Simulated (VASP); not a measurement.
# CaAlO4 (F-43m) in VASP: further runs

The runs below take CaAlO4 through single point, with PBE.

Everything below comes from runs of VASP 6.6.1. Logs are shortened: lines on timing, memory, paths and dates and some standing lists are left out, and cuts for length are marked.

## (1) The cell of the first run

It takes space group F-43m (No. 216, cubic). The conventional cell has a = 6.511 Å, b = 6.511 Å, c = 6.511 Å, α = 90.00°, β = 90.00°, γ = 90.00°. Within 3.6 Å of Ca (site symmetry -43m) lie 12 O at 2.70 Å and 4 Al at 2.82 Å. Within 3.6 Å of Al (site symmetry -43m) lie 12 O at 2.70 Å and 4 Ca at 2.82 Å. O (site symmetry 3m) has 6 O at 2.29 to 2.31 Å and 3 Al at 2.70 Å and 3 Ca at 2.70 Å within 3.0 Å.

The cell was generated, and may not be a known phase.

## (2) Single point, PBE, collinear spin, ferromagnetic start

INCAR

```
PREC = Accurate
ENCUT = 520
EDIFF = 1E-6
ISMEAR = 0
SIGMA = 0.1
LREAL = False
LASPH = True
NELM = 150
ALGO = Normal
ISIF = 2
LWAVE = False
LCHARG = False
ISPIN = 2
MAGMOM = 0 0 1 1 1 1
LORBIT = 11
GGA = PE
NBANDS = 32
```

KPOINTS

```
Automatic mesh
0
Gamma
  4 4 4
```

POSCAR

```
CaAlO4
1.0
    0.0000000000      3.2557337000      3.2557337000
    3.2557337000      0.0000000000      3.2557337000
    3.2557337000      3.2557337000      0.0000000000
Ca Al O
1 1 4
Direct
    0.7500000000      0.7500000000      0.7500000000
    0.0000000000      0.0000000000      0.0000000000
    0.3743620100      0.3743620100      0.8769139600
    0.8769139600      0.3743620100      0.3743620100
    0.3743620100      0.3743620100      0.3743620100
    0.3743620100      0.8769139600      0.3743620100
```

Potentials or basis: VASP PAW PBE potentials, release 64 (Ca_sv, Al, O).

Started as:

```console
$ cat potpaw_PBE.64/Ca_sv/POTCAR potpaw_PBE.64/Al/POTCAR potpaw_PBE.64/O/POTCAR > POTCAR
$ mpirun -np 1 vasp_std > vasp.out
```

OUTCAR:

```text
PREC = Accurate
   ENCUT = 520
   EDIFF = 1E-6
   ISMEAR = 0
   LREAL = False
   LASPH = True
   NELM = 150
   ISIF = 2
   ISPIN = 2
   LORBIT = 11
   GGA = PE

 ion  position               nearest neighbor table
   1  0.750  0.750  0.750-   2 2.82   2 2.82   2 2.82   2 2.82
   2  0.000  0.000  0.000-   1 2.82   1 2.82   1 2.82   1 2.82
   3  0.374  0.374  0.877-
   4  0.877  0.374  0.374-
   5  0.374  0.374  0.374-
   6  0.374  0.877  0.374-

  LATTYP: Found a face centered cubic cell.
 ALAT       =     6.5114674000

  Lattice vectors:

 A1 = (   0.0000000000,   3.2557337000,   3.2557337000)
 A2 = (   3.2557337000,   0.0000000000,   3.2557337000)
 A3 = (   3.2557337000,   3.2557337000,   0.0000000000)

Analysis of symmetry for initial positions (statically):
=====================================================================
 Subroutine PRICEL returns:
 Original cell was already a primitive cell.

 Routine SETGRP: Setting up the symmetry group for a
 face centered cubic supercell.

 Subroutine GETGRP returns: Found 24 space group operations
 (whereof 24 operations were pure point group operations)
 out of a pool of 48 trial point group operations.

The static configuration has the point symmetry T_d .

Analysis of symmetry for dynamics (positions and initial velocities):
=====================================================================
 Subroutine PRICEL returns:
 Original cell was already a primitive cell.

 Routine SETGRP: Setting up the symmetry group for a
 face centered cubic supercell.

 Subroutine GETGRP returns: Found 24 space group operations
 (whereof 24 operations were pure point group operations)
 out of a pool of 48 trial point group operations.

The dynamic configuration has the point symmetry T_d .

Analysis of structural, dynamic, and magnetic symmetry:
=====================================================================
 Subroutine PRICEL returns:
 Original cell was already a primitive cell.

 Routine SETGRP: Setting up the symmetry group for a
 face centered cubic supercell.

 Subroutine GETGRP returns: Found 24 space group operations
 (whereof 24 operations were pure point group operations)
 out of a pool of 48 trial point group operations.

The overall configuration has the point symmetry T_d .

 Subroutine INISYM returns: Found 24 space group operations
 (whereof 24 operations are pure point group operations),
 and found     1 'primitive' translations

----------------------------------------------------------------------------------------

                                     Primitive cell

  volume of cell :      69.0203

  direct lattice vectors                    reciprocal lattice vectors
     0.000000000  3.255733700  3.255733700    -0.153575214  0.153575214  0.153575214
     3.255733700  0.000000000  3.255733700     0.153575214 -0.153575214  0.153575214
     3.255733700  3.255733700  0.000000000     0.153575214  0.153575214 -0.153575214

  length of vectors
     4.604302754  4.604302754  4.604302754     0.266000074  0.266000074  0.266000074

  position of ions in fractional coordinates (direct lattice)
     0.750000000  0.750000000  0.750000000
     0.000000000  0.000000000  0.000000000
     0.374362010  0.374362010  0.876913960
     0.876913960  0.374362010  0.374362010
     0.374362010  0.374362010  0.374362010
     0.374362010  0.876913960  0.374362010

  ion indices of the primitive-cell ions
   primitive index   ion index
                 1           1
                 2           2
                 3           3
                 4           4
                 5           5
                 6           6

----------------------------------------------------------------------------------------

 KPOINTS: Automatic mesh

Automatic generation of k-mesh.
 Grid dimensions read from file:
 generate k-points for:    4    4    4

 Generating k-lattice:

  Cartesian coordinates                     Fractional coordinates (reciprocal lattice)
    -0.038393804  0.038393804  0.038393804     0.250000000  0.000000000  0.000000000
     0.038393804 -0.038393804  0.038393804     0.000000000  0.250000000  0.000000000
     0.038393804  0.038393804 -0.038393804     0.000000000  0.000000000  0.250000000

  Length of vectors
     0.066500018  0.066500018  0.066500018

  Shift w.r.t. Gamma in fractional coordinates (k-lattice)
     0.000000000  0.000000000  0.000000000

 Subroutine IBZKPT returns following result:
 ===========================================

 Found      8 irreducible k-points:

 Following reciprocal coordinates:
            Coordinates               Weight
  0.000000  0.000000  0.000000      1.000000
  0.250000  0.000000  0.000000      8.000000
  0.500000  0.000000  0.000000      4.000000
  0.250000  0.250000  0.000000      6.000000
  0.500000  0.250000  0.000000     24.000000
 -0.250000  0.250000  0.000000     12.000000
  0.500000  0.500000  0.000000      3.000000
 -0.250000  0.500000  0.250000      6.000000
   k-points           NKPTS =      8   k-points in BZ     NKDIM =      8   number of bands    NBANDS=     32
   number of dos      NEDOS =    301   number of ions     NIONS =      6
   total plane-waves  NPLWV =  46656
   dimension x,y,z NGX =    36 NGY =   36 NGZ =   36
   dimension x,y,z NGXF=    72 NGYF=   72 NGZF=   72
   ions per type =               1   1   4
   NGX,Y,Z   is equivalent  to a cutoff of  13.00, 13.00, 13.00 a.u.
   NGXF,Y,Z  is equivalent  to a cutoff of  26.00, 26.00, 26.00 a.u.
 SYSTEM =  unknown system
   PREC   = accura    normal or accurate (medium, high low for compatibility)
   ISTART =      0    job   : 0-new  1-cont  2-samecut
   ICHARG =      2    charge: 1-file 2-atom 10-const
   ISPIN  =      2    spin polarized calculation?
   LNONCOLLINEAR =      F non collinear calculations
   LSORBIT =      F    spin-orbit coupling
   LASPH  =      T    aspherical Exc in radial PAW
   ENCUT  =  520.0 eV  38.22 Ry    6.18 a.u.   8.56  8.56  8.56*2*pi/ulx,y,z
   NELM   =    150;   NELMIN=  2; NELMDL= -5     # of ELM steps
   EDIFF  = 0.1E-05   stopping-criterion for ELM
   LREAL  =      F    real-space projection
   EDIFFG = 0.1E-04   stopping-criterion for IOM
   NSW    =      0    number of steps for IOM
   IBRION =     -1    ionic relax: 0-MD 1-quasi-New 2-CG
   NFREE  =      0    steps in history (QN), initial steepest desc. (CG)
   ISIF   =      2    stress and relaxation
   ISYM   =      2    0-nonsym 1-usesym 2-fastsym
   POTIM  = 0.5000    time-step for ionic-motion
   TEBEG  =    0.0;   TEEND  =   0.0 temperature during run
   PSTRESS=    0.0 pullay stress
   NELECT =      37.0000    total number of electrons
   NUPDOWN=      -1.0000    fix difference up-down
   EMIN   =  10.00;   EMAX   =-10.00  energy-range for DOS
   EFERMI =   0.00;   METHOD = LEGACY
   ISMEAR =     0;   SIGMA  =   0.10  broadening in eV -4-tet -1-fermi 0-gaus
   EFERMI_NEDOS =   21; number of points for ismear=-14 and -15
   IALGO  =     38    algorithm
   IMIX   =      4    mixing-type and parameters
     AMIX     =   0.40;   BMIX     =  1.00
     AMIX_MAG =   1.60;   BMIX_MAG =  1.00
  volume/ion in A,a.u.               =      11.50        77.63
  Fermi-wavevector in a.u.,A,eV,Ry     =   1.329892  2.513132 24.063455  1.768614
  Thomas-Fermi vector in A             =   2.459021
   LORBIT       =     11    0 simple, 1 ext, 2 COOP (PROOUT), +10 PAW based schemes
   GGA     = PE    functional components
   LHFCALC =     F    Hartree Fock is set to
   AEXX    =    0.0000 exact exchange contribution
   IVDW    =     0    specifies the selected vdW correction
   LEPSILON=     F    determine dielectric tensor
   LRPA    =     F    only Hartree local field effects (RPA)
 spin polarized calculation
 Gauss-broadening in eV      SIGMA  =   0.10
  energy-cutoff  :      520.00
  volume of cell :       69.02
 maximum number of plane-waves:      1880
 NGX is ok and might be reduce to    36
   NGX = 17   NGY = 17   NGZ = 17

 number of electron      36.9999988 magnetization       1.3332432

 Free energy of the ion-electron system (eV)
  ---------------------------------------------------
  ext. energy  EPLUGINS =         0.00000000
  ---------------------------------------------------
  free energy    TOTEN  =       -24.73558622 eV

  energy without entropy =      -24.72067274  energy(sigma->0) =      -24.72812948

 E-fermi :   4.3444     XC(G=0): -10.9267

 val. band max:        4.3152407881   @ k =   0.2500   0.2500   0.0000
 cond. band min:       4.4268277638   @ k =   0.5000   0.2500   0.0000
 fundamental gap:      0.1115869757
 Fermi energy:         4.3443545361

 spin component 1

 k-point     1 :       0.0000    0.0000    0.0000
  band No.  band energies     occupation
      1     -35.7772      1.00000
      2     -16.8317      1.00000
      3     -16.8317      1.00000
      4     -16.8317      1.00000
      5     -15.0794      1.00000
      6     -12.1047      1.00000
[... 22 lines left out ...]
     29      12.1033      0.00000
     30      16.0247      0.00000

 k-point     2 :       0.2500    0.0000    0.0000
  band No.  band energies     occupation
      1     -35.7758      1.00000
      2     -16.9452      1.00000
      3     -16.8359      1.00000
      4     -16.8359      1.00000
      5     -14.7064      1.00000
      6     -12.5251      1.00000
[... 22 lines left out ...]
     29      12.2227      0.00000
     30      14.8432      0.00000

 k-point     3 :       0.5000    0.0000    0.0000
  band No.  band energies     occupation
      1     -35.7743      1.00000
      2     -17.0368      1.00000
      3     -16.8399      1.00000
      4     -16.8399      1.00000
      5     -14.1830      1.00000
      6     -13.1067      1.00000
[... 131 lines left out ...]
      6     -13.5544      1.00000
[... 22 lines left out ...]
     29      11.7736      0.00000
     30      15.3748      0.00000

 k-point     8 :      -0.2500    0.5000    0.2500
  band No.  band energies     occupation
      1     -35.7733      1.00000
      2     -16.9615      1.00000
      3     -16.8960      1.00000
      4     -16.8898      1.00000
      5     -13.7647      1.00000
      6     -13.5550      1.00000
[... 22 lines left out ...]
     29      12.0023      0.00000
     30      13.8509      0.00000
 Fermi energy:         4.3443545361

 spin component 2

 k-point     1 :       0.0000    0.0000    0.0000
  band No.  band energies     occupation
      1     -35.7726      1.00000
      2     -16.8260      1.00000
      3     -16.8260      1.00000
      4     -16.8260      1.00000
      5     -14.6103      1.00000
      6     -11.5656      1.00000
[... 22 lines left out ...]
     29      12.1439      0.00000
     30      16.1145      0.00000

 k-point     2 :       0.2500    0.0000    0.0000
  band No.  band energies     occupation
      1     -35.7711      1.00000
      2     -16.9220      1.00000
      3     -16.8301      1.00000
      4     -16.8301      1.00000
      5     -14.2460      1.00000
      6     -12.0003      1.00000
[... 22 lines left out ...]
     29      12.2943      0.00000
     30      14.9618      0.00000

 k-point     3 :       0.5000    0.0000    0.0000
  band No.  band energies     occupation
      1     -35.7697      1.00000
      2     -17.0037      1.00000
      3     -16.8341      1.00000
      4     -16.8341      1.00000
      5     -13.7207      1.00000
      6     -12.5985      1.00000
[... 131 lines left out ...]
      6     -13.0714      1.00000
[... 22 lines left out ...]
     29      11.9123      0.00000
     30      15.4655      0.00000

 k-point     8 :      -0.2500    0.5000    0.2500
  band No.  band energies     occupation
      1     -35.7688      1.00000
      2     -16.9401      1.00000
      3     -16.8864      1.00000
      4     -16.8775      1.00000
      5     -13.2685      1.00000
      6     -13.0714      1.00000
[... 22 lines left out ...]
     29      12.1045      0.00000
     30      13.9281      0.00000
 [bands above 30 left out]

------------------------ aborting loop because EDIFF is reached ----------------------------------------

  FORCE on cell =-STRESS in cart. coord.  units (eV):
  Direction    XX          YY          ZZ          XY          YZ          ZX
  --------------------------------------------------------------------------------------
  -------------------------------------------------------------------------------------
  Total       -1.0806939     -1.0806939     -1.0806939     -0.0000000     -0.0000000      0.0000000
  in kB      -25.0863018    -25.0863018    -25.0863018     -0.0000000     -0.0000000      0.0000000
  external PRESSURE =     -25.0863018 kB  Pullay stress =       0.0000000 kB

 VOLUME and BASIS-vectors are now :
 -----------------------------------------------------------------------------
  energy-cutoff  :      520.00
  volume of cell :       69.02
      direct lattice vectors                 reciprocal lattice vectors
     0.000000000  3.255733700  3.255733700    -0.153575214  0.153575214  0.153575214
     3.255733700  0.000000000  3.255733700     0.153575214 -0.153575214  0.153575214
     3.255733700  3.255733700  0.000000000     0.153575214  0.153575214 -0.153575214

 POSITION                                       TOTAL-FORCE (eV/Angst)
 -----------------------------------------------------------------------------------
      4.88360      4.88360      4.88360        -0.000000     -0.000000     -0.000000
      0.00000      0.00000      0.00000        -0.000000     -0.000000     -0.000000
      4.07382      4.07382      2.43765         0.099265      0.099265     -0.099265
      2.43765      4.07382      4.07382        -0.099265      0.099265      0.099265
      2.43765      2.43765      2.43765        -0.099265     -0.099265     -0.099265
      4.07382      2.43765      4.07382         0.099265     -0.099265      0.099265
 -----------------------------------------------------------------------------------
    total drift:                                0.000078      0.000078      0.000078

  FREE ENERGIE OF THE ION-ELECTRON SYSTEM (eV)
  ---------------------------------------------------
  free  energy   TOTEN  =       -24.7355862188 eV

  energy  without entropy=      -24.7206727378  energy(sigma->0) =      -24.72812948

 total charge

# of ion       s       p       d       tot
------------------------------------------
    1        2.029   5.853   0.267   8.148
    2        0.518   0.145   0.000   0.663
    3        1.626   3.114   0.000   4.740
    4        1.626   3.114   0.000   4.740
    5        1.626   3.114   0.000   4.740
    6        1.626   3.114   0.000   4.740
--------------------------------------------------
tot          9.052  18.454   0.267  27.773

 magnetization (x)

# of ion       s       p       d       tot
------------------------------------------
    1       -0.001   0.000   0.006   0.006
    2        0.056   0.000   0.000   0.056
    3        0.003   0.266   0.000   0.269
    4        0.003   0.266   0.000   0.269
    5        0.003   0.266   0.000   0.269
    6        0.003   0.266   0.000   0.269
--------------------------------------------------
tot          0.068   1.065   0.006   1.139
```

Wall time 58 s (1 thread of Intel Xeon Platinum 8259CL at 2.50GHz (Skylake/Cascade Lake), shared host); peak memory 0.24 GiB.

What came out:

* Free energy: -24.7356 eV
* Pressure: -2.5 GPa
* Largest force: 0.172 eV/Å
* Net moment: 1.33 μB per cell
* Site moments: Ca +0.01; Al +0.06; O +0.27 μB
* Valence electrons inside the program's atomic spheres: Ca 8.15; Al 0.66; O 4.74

Forces in eV/Å, atoms in the order of the input:
```
Ca   0.000  0.000  0.000
Al   0.000  0.000  0.000
O    0.099  0.099 -0.099
O   -0.099  0.099  0.099
O   -0.099 -0.099 -0.099
O    0.099 -0.099  0.099
```

Caveat: the k points lie up to 0.42 Å⁻¹ apart; a moment this small can come from the mesh or the smearing.

(Part 1 of 2 ends here.)
